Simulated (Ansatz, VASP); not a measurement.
Ti: VASP beside Ansatz

File INCAR:

```
ALGO     = Fast           # electronic algorithm
EDIFF    = 1E-6           # SCF threshold, eV
ENCUT    = 520            # plane-wave cutoff, eV
GGA      = PS             # functional
ISIF     = 2              # what is computed and relaxed
ISMEAR   = 0              # smearing method
LASPH    = T              # aspherical terms in the spheres
LCHARG   = T              # write CHGCAR
LELF     = T              # ELF
LREAL    = F              # projectors in reciprocal space
LVHAR    = T            
LWAVE    = F              # write WAVECAR
NBANDS   = 12             # bands
NELM     = 80             # most SCF steps
PREC     = Accurate       # precision mode
SIGMA    = 0.15           # smearing width, eV
```

Contents of KPOINTS:

```
k-points
0
Gamma
  20 20 20
```

File POSCAR:

```
Ti
1.0
    0.0000000000      2.0909000000      1.9995500000
    2.0909000000      0.0000000000      1.9995500000
    2.0909000000      2.0909000000      0.0000000000
Ti
1
Direct
    0.0000000000      0.0000000000      0.0000000000
```

Input for Ansatz:

```yaml
crystal:
  lattice:
    - [0.0, 2.0909, 1.99955]
    - [2.0909, 0.0, 1.99955]
    - [2.0909, 2.0909, 0.0]
  atoms:
    - { symbol: Ti, position: [0.0, 0.0, 0.0] }
basis:
  ecutwfc: 420
kpoints:
  mp_grid: { grid: [20, 20, 20] }
hamiltonian:
  xc: pbesol
scf:
  occupations: { method: gaussian, width: 0.15 }
output:
  forces: true
  stress: true
  eigenvalues: true
```

Change from the starting cell: strain +0.030 along x and y, -0.015 along z, atoms carried along.

Alike in both runs: task single point; functional PBEsol; k mesh 20 × 20 × 20; occupations gaussian, width 0.15 eV; no spin polarisation.

```csv
,VASP,Ansatz
version,VASP 6.6.1,Ansatz 0.2.0
potentials or method,"VASP PAW PBE potentials, release 64 (Ti_sv), cutoff 520 eV","scalar-relativistic, plane waves, PAW"
valence electrons in the cell,12,12
```

VASP gave:

- gap on the k mesh at the Fermi level (eV): none
- pressure (GPa): -5.2
- traceless stress, the component that is largest in VASP (GPa): 0.98

Q: What did Ansatz give for the same quantities?

A: gap on the k mesh at the Fermi level (eV): none; pressure (GPa): -4.9; traceless stress, the component that is largest in VASP (GPa): 0.98.

VASP's potentials were made for PBE, not for PBEsol. A gap of «none» marks a metal or a gap that the smearing closes.
